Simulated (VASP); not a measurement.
# Si (Fd-3m) in VASP: a series of runs, part 2 of 2

VASP 6.6.1. The steps go on from the part before.

## (4) Single point, PBE

INCAR reads:

```
SYSTEM = Si
PREC = Accurate
ENCUT = 520
EDIFF = 1E-7
ISMEAR = 0
SIGMA = 0.020999999999999998
LREAL = .False.
LASPH = .True.
NELM = 80
ALGO = Normal
ISIF = 2
LWAVE = .False.
LCHARG = .False.
GGA = PE
NBANDS = 11
```

KPOINTS reads:

```
regular mesh
0
Gamma
  8 8 8
  0 0 0
```

POSCAR reads:

```
Si
1.0
    0.0000000000      2.7218511865      2.7218511865
    2.7218511865      0.0000000000      2.7218511865
    2.7218511865      2.7218511865      0.0000000000
Si
2
Direct
    0.5000000000      0.5000000000      0.5000000000
    0.7500000000      0.7500000000      0.7500000000
```

Potentials or basis: VASP PAW PBE potentials, release 64 (Si).

The run is started by

```
$ cat potpaw_PBE.64/Si/POTCAR > POTCAR
$ mpirun -np 1 vasp_std > vasp.out
```

OUTCAR:

```text
SYSTEM = Si
   PREC = Accurate
   ENCUT = 520
   EDIFF = 1E-7
   ISMEAR = 0
   LREAL = .False.
   LASPH = .True.
   NELM = 80
   ISIF = 2
   GGA = PE

 ion  position               nearest neighbor table
   1  0.500  0.500  0.500-   2 2.36   2 2.36   2 2.36   2 2.36
   2  0.750  0.750  0.750-   1 2.36   1 2.36   1 2.36   1 2.36

  LATTYP: Found a face centered cubic cell.
 ALAT       =     5.4437023730

  Lattice vectors:

 A1 = (   0.0000000000,   2.7218511865,   2.7218511865)
 A2 = (   2.7218511865,   0.0000000000,   2.7218511865)
 A3 = (   2.7218511865,   2.7218511865,   0.0000000000)

Analysis of symmetry for initial positions (statically):
=====================================================================
 Subroutine PRICEL returns:
 Original cell was already a primitive cell.

 Routine SETGRP: Setting up the symmetry group for a
 face centered cubic supercell.

 Subroutine GETGRP returns: Found 48 space group operations
 (whereof 24 operations were pure point group operations)
 out of a pool of 48 trial point group operations.

The static configuration has the point symmetry T_d .
 The point group associated with its full space group is O_h .

Analysis of symmetry for dynamics (positions and initial velocities):
=====================================================================
 Subroutine PRICEL returns:
 Original cell was already a primitive cell.

 Routine SETGRP: Setting up the symmetry group for a
 face centered cubic supercell.

 Subroutine GETGRP returns: Found 48 space group operations
 (whereof 24 operations were pure point group operations)
 out of a pool of 48 trial point group operations.

The dynamic configuration has the point symmetry T_d .
 The point group associated with its full space group is O_h .

 Subroutine INISYM returns: Found 48 space group operations
 (whereof 24 operations are pure point group operations),
 and found     1 'primitive' translations

----------------------------------------------------------------------------------------

[... 116 lines left out ...]
   LORBIT       =      0    0 simple, 1 ext, 2 COOP (PROOUT), +10 PAW based schemes
   GGA     = PE    functional components
   LHFCALC =     F    Hartree Fock is set to
   AEXX    =    0.0000 exact exchange contribution
   IVDW    =     0    specifies the selected vdW correction
   LEPSILON=     F    determine dielectric tensor
   LRPA    =     F    only Hartree local field effects (RPA)
 non-spin polarized calculation
 Gauss-broadening in eV      SIGMA  =   0.02
  energy-cutoff  :      520.00
  volume of cell :       40.33
 maximum number of plane-waves:      1106
 NGX is ok and might be reduce to    30
   NGX = 15   NGY = 15   NGZ = 15

 number of electron       8.0000001 magnetization

 Free energy of the ion-electron system (eV)
  ---------------------------------------------------
  ext. energy  EPLUGINS =         0.00000000
  ---------------------------------------------------
  free energy    TOTEN  =       -10.84388605 eV

  energy without entropy =      -10.84388605  energy(sigma->0) =      -10.84388605

 E-fermi :   5.8789     XC(G=0):  -9.3800

 val. band max:        5.7550143135   @ k =   0.0000   0.0000   0.0000
 cond. band min:       6.3828445539   @ k =   0.3750   0.3750   0.0000
 fundamental gap:      0.6278302404
 Fermi energy:         5.8789172360

 k-point     1 :       0.0000    0.0000    0.0000
  band No.  band energies     occupation
      1      -6.1534      2.00000
      2       5.7550      2.00000
      3       5.7550      2.00000
      4       5.7550      2.00000
      5       8.3172      0.00000
      6       8.3172      0.00000
      7       8.3172      0.00000
      8       9.0463      0.00000
      9      13.4707      0.00000
     10      13.4707      0.00000
     11      13.6867      0.00000
[... 309 lines left out ...]
 k-point    24 :      -0.3750    0.2500    0.1250
  band No.  band energies     occupation
      1      -3.3045      2.00000
      2      -1.0017      2.00000
      3       2.3285      2.00000
      4       3.6143      2.00000
      5       8.8087      0.00000
      6       8.8919      0.00000
      7      11.6448      0.00000
      8      12.8542      0.00000
      9      13.1221      0.00000
     10      16.3119      0.00000
     11      17.4053      0.00000

 [... further k-points ...]
[... 5 lines left out ...]
  --------------------------------------------------------------------------------------
  -------------------------------------------------------------------------------------
  Total        0.3173340      0.3173340      0.3173340      0.0000000      0.0000000     -0.0000000
  in kB       12.6067759     12.6067759     12.6067759      0.0000000      0.0000000     -0.0000000
  external PRESSURE =      12.6067759 kB  Pullay stress =       0.0000000 kB

 VOLUME and BASIS-vectors are now :
 -----------------------------------------------------------------------------
  energy-cutoff  :      520.00
  volume of cell :       40.33
      direct lattice vectors                 reciprocal lattice vectors
     0.000000000  2.721851186  2.721851186    -0.183698507  0.183698507  0.183698507
     2.721851186  0.000000000  2.721851186     0.183698507 -0.183698507  0.183698507
     2.721851186  2.721851186  0.000000000     0.183698507  0.183698507 -0.183698507

 POSITION                                       TOTAL-FORCE (eV/Angst)
 -----------------------------------------------------------------------------------
      2.72185      2.72185      2.72185        -0.000000      0.000000      0.000000
      4.08278      4.08278      4.08278         0.000000     -0.000000     -0.000000
 -----------------------------------------------------------------------------------
    total drift:                                0.000000     -0.000000     -0.000000

  FREE ENERGIE OF THE ION-ELECTRON SYSTEM (eV)
  ---------------------------------------------------
  free  energy   TOTEN  =       -10.8438860467 eV

  energy  without entropy=      -10.8438860467  energy(sigma->0) =      -10.84388605
```

Wall time 13 s (1 thread of AMD EPYC 9R45 (Zen 5), shared host); peak memory 0.12 GiB.

Results:

```
Free energy            : -10.8439 eV
Pressure               : 1.3 GPa
Band gap on the k mesh : 0.63 eV, indirect (least direct gap 2.56 eV)
```

A k mesh can miss the band edges.

## (5) Summary

| level | cell | k mesh | smearing | gap on the mesh (eV) | pressure (GPa) |
| --- | --- | --- | --- | --- | --- |
| PBE | a = 3.849 Å, angles 60.0°, 2 atoms | 6 × 6 × 6 | fermi-dirac 0.03 eV | 0.72 | 1.3 |
| revPBE+D4 | a = 3.814 Å, angles 60.0°, 2 atoms | 8 × 8 × 8 | fermi-dirac 0.05 eV | 0.62 | -0.1 |
| PBE | a = 3.849 Å, angles 60.0°, 2 atoms | 8 × 8 × 8 | gaussian 0.021 eV | 0.63 | 1.3 |

Alike in all rows: task single point; potentials or basis VASP PAW PBE potentials, release 64 (Si); no spin polarisation; cutoff (eV) 520.

Caveats: the PAW data sets were made with another functional, which shifts forces and pressure a little (some runs).

Total energies depend on the potentials used, so only differences within one code and one set of settings carry meaning.
